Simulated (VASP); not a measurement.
# BC15 (a cell with a defect) in VASP: single point with r2SCAN

Aim: the single point of BC15 (a cell with a defect) with r2SCAN.

Everything below comes from runs of VASP 6.6.1. Logs are shortened: lines on timing, memory, paths and dates and some standing lists are left out, and cuts for length are marked.

## 1. The cell of the first run

The cell holds a defect, 16 atoms: a = 5.037 Å, b = 5.037 Å, c = 5.037 Å, α = 60.00°, β = 60.00°, γ = 60.00°.

## 2. Single point, r2SCAN, collinear spin, ferromagnetic start

POSCAR

```
BC15
1.0
    0.0000000000      3.5617112300      3.5617112300
    3.5617112300      0.0000000000      3.5617112300
    3.5617112300      3.5617112300      0.0000000000
C B
15 1
Direct
    0.0000000000      0.0000000000      0.0000000000
    0.0000000000      0.0000000000      0.5000000000
    0.0000000000      0.5000000000      0.0000000000
    0.0019692550      0.4993435820      0.4993435820
    0.5000000000      0.0000000000      0.0000000000
    0.4993435820      0.0019692550      0.4993435820
    0.4993435820      0.4993435820      0.0019692550
    0.4993435820      0.4993435820      0.4993435820
    0.1250000000      0.1250000000      0.1250000000
    0.1250000000      0.1250000000      0.6250000000
    0.1250000000      0.6250000000      0.1250000000
    0.1250000000      0.6250000000      0.6250000000
    0.6250000000      0.1250000000      0.1250000000
    0.6250000000      0.1250000000      0.6250000000
    0.6250000000      0.6250000000      0.1250000000
    0.6250000000      0.6250000000      0.6250000000
```

INCAR.step1

```
ALGO = Normal
EDIFF = 1E-5
ENCUT = 580
GGA = PE
GGA_COMPAT = F
ISMEAR = -1
ISPIN = 2
LASPH = T
LCHARG = F
LREAL = F
LWAVE = T
MAGMOM = 0 0 0 0 0 0 0 0 0 0 0 0 0 0 0 1
NBANDS = 50
NELM = 200
PREC = Accurate
SIGMA = 0.0408
```

INCAR.step2

```
ALGO = Normal
EDIFF = 1E-6
ENCUT = 580
GGA_COMPAT = F
ISIF = 2
ISMEAR = -1
ISPIN = 2
ISTART = 1
LASPH = T
LCHARG = F
LMIXTAU = T
LORBIT = 11
LREAL = F
LWAVE = F
MAGMOM = 0 0 0 0 0 0 0 0 0 0 0 0 0 0 0 1
METAGGA = R2SCAN
NBANDS = 50
NELM = 200
PREC = Accurate
SIGMA = 0.0408
```

KPOINTS

```
k-points
0
Gamma
  6 6 6
```

Potentials or basis: VASP PAW PBE potentials, release 64 (C, B).

Run with:

```
$ cat potpaw_PBE.64/C/POTCAR potpaw_PBE.64/B/POTCAR > POTCAR
$ cp INCAR.step1 INCAR
$ mpirun -np 1 vasp_std > vasp.out
$ cp INCAR.step2 INCAR
$ mpirun -np 1 vasp_std > vasp.out
```

OUTCAR:

```text
EDIFF = 1E-6
   ENCUT = 580
   ISIF = 2
   ISMEAR = -1
   ISPIN = 2
   ISTART = 1
   LASPH = T
   LORBIT = 11
   LREAL = F
   METAGGA = R2SCAN
   NELM = 200
   PREC = Accurate

 ion  position               nearest neighbor table
   1  0.000  0.000  0.000-   9 1.54  10 1.54  11 1.54  13 1.54
   2  0.000  0.000  0.500-   9 1.54  10 1.54  12 1.54  14 1.54
   3  0.000  0.500  0.000-   9 1.54  11 1.54  12 1.54  15 1.54
   4  0.002  0.499  0.499-  12 1.54  11 1.54  10 1.54  16 1.55
   5  0.500  0.000  0.000-   9 1.54  13 1.54  14 1.54  15 1.54
   6  0.499  0.002  0.499-  14 1.54  13 1.54  10 1.54  16 1.55
[... 8 lines left out ...]
  15  0.625  0.625  0.125-   7 1.54   8 1.54   3 1.54   5 1.54
  16  0.625  0.625  0.625-   8 1.55   6 1.55   7 1.55   4 1.55

  LATTYP: Found a face centered cubic cell.
 ALAT       =     7.1234224600

  Lattice vectors:

 A1 = (   0.0000000000,   3.5617112300,   3.5617112300)
 A2 = (   3.5617112300,   0.0000000000,   3.5617112300)
 A3 = (   3.5617112300,   3.5617112300,   0.0000000000)

Analysis of symmetry for initial positions (statically):
=====================================================================
 Subroutine PRICEL returns:
 Original cell was already a primitive cell.

 Routine SETGRP: Setting up the symmetry group for a
 face centered cubic supercell.

 Subroutine GETGRP returns: Found 24 space group operations
 (whereof  6 operations were pure point group operations)
 out of a pool of 48 trial point group operations.

The static configuration has the point symmetry C_3v.
 The point group associated with its full space group is T_d .

Analysis of symmetry for dynamics (positions and initial velocities):
=====================================================================
 Subroutine PRICEL returns:
 Original cell was already a primitive cell.

 Routine SETGRP: Setting up the symmetry group for a
 face centered cubic supercell.

 Subroutine GETGRP returns: Found 24 space group operations
 (whereof  6 operations were pure point group operations)
 out of a pool of 48 trial point group operations.

The dynamic configuration has the point symmetry C_3v.
 The point group associated with its full space group is T_d .

Analysis of structural, dynamic, and magnetic symmetry:
=====================================================================
 Subroutine PRICEL returns:
 Original cell was already a primitive cell.

 Routine SETGRP: Setting up the symmetry group for a
 face centered cubic supercell.

 Subroutine GETGRP returns: Found 24 space group operations
 (whereof  6 operations were pure point group operations)
 out of a pool of 48 trial point group operations.

The overall configuration has the point symmetry C_3v.
 The point group associated with its full space group is T_d .

 Subroutine INISYM returns: Found 24 space group operations
 (whereof  6 operations are pure point group operations),
 and found     1 'primitive' translations

----------------------------------------------------------------------------------------

                                     Primitive cell

  volume of cell :      90.3662

  direct lattice vectors                    reciprocal lattice vectors
     0.000000000  3.561711230  3.561711230    -0.140381959  0.140381959  0.140381959
     3.561711230  0.000000000  3.561711230     0.140381959 -0.140381959  0.140381959
     3.561711230  3.561711230  0.000000000     0.140381959  0.140381959 -0.140381959

  length of vectors
     5.037020327  5.037020327  5.037020327     0.243148686  0.243148686  0.243148686

  position of ions in fractional coordinates (direct lattice)
     0.000000000  0.000000000  0.000000000
     0.000000000  0.000000000  0.500000000
     0.000000000  0.500000000  0.000000000
     0.001969255  0.499343582  0.499343582
     0.500000000  0.000000000  0.000000000
     0.499343582  0.001969255  0.499343582
[... 8 lines left out ...]
     0.625000000  0.625000000  0.125000000
     0.625000000  0.625000000  0.625000000

  ion indices of the primitive-cell ions
   primitive index   ion index
[... 61 lines left out ...]
   k-points           NKPTS =     16   k-points in BZ     NKDIM =     16   number of bands    NBANDS=     50
   number of dos      NEDOS =    301   number of ions     NIONS =     16
   total plane-waves  NPLWV =  64000
   dimension x,y,z NGX =    40 NGY =   40 NGZ =   40
   dimension x,y,z NGXF=    80 NGYF=   80 NGZF=   80
   ions per type =              15   1
   NGX,Y,Z   is equivalent  to a cutoff of  13.20, 13.20, 13.20 a.u.
   NGXF,Y,Z  is equivalent  to a cutoff of  26.40, 26.40, 26.40 a.u.
 SYSTEM =  unknown system
   PREC   = accura    normal or accurate (medium, high low for compatibility)
   ISTART =      1    job   : 0-new  1-cont  2-samecut
   ICHARG =      0    charge: 1-file 2-atom 10-const
   ISPIN  =      2    spin polarized calculation?
   LNONCOLLINEAR =      F non collinear calculations
   LSORBIT =      F    spin-orbit coupling
   LASPH  =      T    aspherical Exc in radial PAW
   ENCUT  =  580.0 eV  42.63 Ry    6.53 a.u.   9.89  9.89  9.89*2*pi/ulx,y,z
   NELM   =    200;   NELMIN=  2; NELMDL=  0     # of ELM steps
   EDIFF  = 0.1E-05   stopping-criterion for ELM
   LREAL  =      F    real-space projection
   EDIFFG = 0.1E-04   stopping-criterion for IOM
   NSW    =      0    number of steps for IOM
   IBRION =     -1    ionic relax: 0-MD 1-quasi-New 2-CG
   NFREE  =      0    steps in history (QN), initial steepest desc. (CG)
   ISIF   =      2    stress and relaxation
   ISYM   =      2    0-nonsym 1-usesym 2-fastsym
   POTIM  = 0.5000    time-step for ionic-motion
   TEBEG  =    0.0;   TEEND  =   0.0 temperature during run
   PSTRESS=    0.0 pullay stress
   NELECT =      63.0000    total number of electrons
   NUPDOWN=      -1.0000    fix difference up-down
   EMIN   =  10.00;   EMAX   =-10.00  energy-range for DOS
   EFERMI =   0.00;   METHOD = LEGACY
   ISMEAR =    -1;   SIGMA  =   0.04  broadening in eV -4-tet -1-fermi 0-gaus
   EFERMI_NEDOS =   21; number of points for ismear=-14 and -15
   IALGO  =     38    algorithm
   IMIX   =      4    mixing-type and parameters
     AMIX     =   0.40;   BMIX     =  1.00
     AMIX_MAG =   1.60;   BMIX_MAG =  1.00
  volume/ion in A,a.u.               =       5.65        38.11
  Fermi-wavevector in a.u.,A,eV,Ry     =   1.451620  2.743164 28.670209  2.107201
  Thomas-Fermi vector in A             =   2.569096
   LORBIT       =     11    0 simple, 1 ext, 2 COOP (PROOUT), +10 PAW based schemes
   METAGGA = R2SCAN    functional components
   LHFCALC =     F    Hartree Fock is set to
   AEXX    =    0.0000 exact exchange contribution
   IVDW    =     0    specifies the selected vdW correction
   LEPSILON=     F    determine dielectric tensor
   LRPA    =     F    only Hartree local field effects (RPA)
 spin polarized calculation
  energy-cutoff  :      580.00
  volume of cell :       90.37
 maximum number of plane-waves:      2884
   NGX = 19   NGY = 19   NGZ = 19

 number of electron      62.9999994 magnetization       0.0000001

 number of electron      62.9999994 magnetization      -0.0000001

 Free energy of the ion-electron system (eV)
  ---------------------------------------------------
  ext. energy  EPLUGINS =         0.00000000
  ---------------------------------------------------
  free energy    TOTEN  =      -153.50624429 eV

  energy without entropy =     -153.49932710  energy(sigma->0) =     -153.50278569

 E-fermi :   9.0422     XC(G=0): -14.2413

 val. band max:        8.8898268502   @ k =   0.1667   0.0000   0.0000
 cond. band min:       9.1153975335   @ k =   0.3333   0.0000   0.0000
 fundamental gap:      0.2255706833
 Fermi energy:         9.0422013014

 spin component 1

 k-point     1 :       0.0000    0.0000    0.0000
  band No.  band energies     occupation
      1     -12.9688      1.00000
      2      -7.1989      1.00000
      3      -7.1989      1.00000
      4      -7.1989      1.00000
      5      -6.4486      1.00000
      6      -4.5803      1.00000
[... 725 lines left out ...]
     42      19.7032      0.00000
     43      20.8051      0.00000
 Fermi energy:         9.0422013014

 spin component 2

 k-point     1 :       0.0000    0.0000    0.0000
  band No.  band energies     occupation
      1     -12.9688      1.00000
      2      -7.1989      1.00000
      3      -7.1989      1.00000
      4      -7.1989      1.00000
      5      -6.4486      1.00000
      6      -4.5803      1.00000
[... 725 lines left out ...]
     42      19.7032      0.00000
     43      20.8051      0.00000
 [bands above 43 left out]

------------------------ aborting loop because EDIFF is reached ----------------------------------------

  FORCE on cell =-STRESS in cart. coord.  units (eV):
  Direction    XX          YY          ZZ          XY          YZ          ZX
  --------------------------------------------------------------------------------------
  -------------------------------------------------------------------------------------
  Total        4.9372115      4.9372115      4.9372115      0.0000000      0.0000000      0.0000000
  in kB       87.5358993     87.5358993     87.5358993      0.0000000      0.0000000      0.0000000
  external PRESSURE =      87.5358993 kB  Pullay stress =       0.0000000 kB

 VOLUME and BASIS-vectors are now :
 -----------------------------------------------------------------------------
  energy-cutoff  :      580.00
  volume of cell :       90.37
      direct lattice vectors                 reciprocal lattice vectors
     0.000000000  3.561711230  3.561711230    -0.140381959  0.140381959  0.140381959
     3.561711230  0.000000000  3.561711230     0.140381959 -0.140381959  0.140381959
     3.561711230  3.561711230  0.000000000     0.140381959  0.140381959 -0.140381959

 POSITION                                       TOTAL-FORCE (eV/Angst)
 -----------------------------------------------------------------------------------
      0.00000      0.00000      0.00000        -0.022624     -0.022624     -0.022624
      1.78086      1.78086      0.00000         0.022624      0.022624     -0.022624
      1.78086      0.00000      1.78086         0.022624     -0.022624      0.022624
      3.55704      1.78553      1.78553        -0.662976      0.662976      0.662976
      0.00000      1.78086      1.78086        -0.022624      0.022624      0.022624
      1.78553      3.55704      1.78553         0.662976     -0.662976      0.662976
[... 8 lines left out ...]
      2.67128      2.67128      4.45214         0.000000      0.000000     -0.405113
      4.45214      4.45214      4.45214         0.000000      0.000000      0.000000
 -----------------------------------------------------------------------------------
    total drift:                               -0.000002     -0.000002     -0.000002

  FREE ENERGIE OF THE ION-ELECTRON SYSTEM (eV)
  ---------------------------------------------------
  free  energy   TOTEN  =      -153.5062442912 eV

  energy  without entropy=     -153.4993270980  energy(sigma->0) =     -153.50278569

 total charge

# of ion       s       p       d       tot
------------------------------------------
    1        0.848   1.732   0.000   2.581
    2        0.848   1.732   0.000   2.581
    3        0.848   1.732   0.000   2.581
    4        0.863   1.760   0.000   2.623
    5        0.848   1.732   0.000   2.581
    6        0.863   1.760   0.000   2.623
[... 8 lines left out ...]
   15        0.849   1.726   0.000   2.575
   16        0.781   1.627   0.000   2.408
--------------------------------------------------
tot         13.567  27.685   0.000  41.252

 magnetization (x)

# of ion       s       p       d       tot
------------------------------------------
    1        0.000   0.000   0.000   0.000
    2        0.000   0.000   0.000   0.000
    3        0.000   0.000   0.000   0.000
    4        0.000   0.000   0.000   0.000
    5        0.000   0.000   0.000   0.000
    6        0.000   0.000   0.000   0.000
[... 8 lines left out ...]
   15       -0.000  -0.000   0.000  -0.000
   16        0.000   0.000   0.000   0.000
--------------------------------------------------
tot          0.000   0.000   0.000   0.000
```

Run time: 16 min. Hardware: 1 thread of Intel Xeon 8259CL, shared host; peak memory 0.37 GiB.

Results:

| Quantity | Value |
| --- | --- |
| Free energy | -153.5062 eV |
| Pressure | 8.8 GPa |
| Largest force | 1.148 eV/Å |
| Net moment | 0.00 μB per cell |
| Valence electrons inside the program's atomic spheres | C 2.58, 2.62; B 2.41 |

Forces in eV/Å, atoms in the order of the input:
```
C   -0.023 -0.023 -0.023
C    0.023  0.023 -0.023
C    0.023 -0.023  0.023
C   -0.663  0.663  0.663
C   -0.023  0.023  0.023
C    0.663 -0.663  0.663
C    0.663  0.663 -0.663
C   -0.663 -0.663 -0.663
C    0.000  0.000  0.000
C    0.000  0.000  0.405
C    0.000  0.405  0.000
C   -0.405  0.000  0.000
C    0.405  0.000  0.000
C    0.000 -0.405  0.000
C    0.000  0.000 -0.405
B    0.000  0.000  0.000
```

Levels at points of the mesh, in eV from the Fermi level:
Spin up:
```csv
k point,band 30,band 31,band 32,band 33,band 34,band 35
"(0.00, 0.00, 0.00)",1.10,1.10,1.10,5.63,5.63,5.65
"(0.50, 0.00, 0.00)",-1.42,-0.35,-0.35,6.85,6.85,6.95
"(0.50, 0.50, 0.00)",-2.65,-1.55,-1.55,5.39,5.47,8.94
```
Spin down:
| k point | band 28 | band 29 | band 30 | band 31 | band 32 | band 33 | band 34 | band 35 | band 36 | band 37 |
| --- | --- | --- | --- | --- | --- | --- | --- | --- | --- | --- |
| (0.00, 0.00, 0.00) | -1.67 | -1.67 | 1.10 | 1.10 | 1.10 | 5.63 | 5.63 | 5.65 | 5.65 | 5.65 |
| (0.50, 0.00, 0.00) | -3.90 | -1.42 | -1.42 | -0.35 | -0.35 | 6.85 | 6.85 | 6.95 | 7.18 | 7.18 |
| (0.50, 0.50, 0.00) | -3.62 | -2.72 | -2.65 | -1.55 | -1.55 | 5.39 | 5.47 | 8.94 | 8.94 | 9.29 |

Caveat: the PAW data sets were made with another functional, which shifts forces and pressure a little.
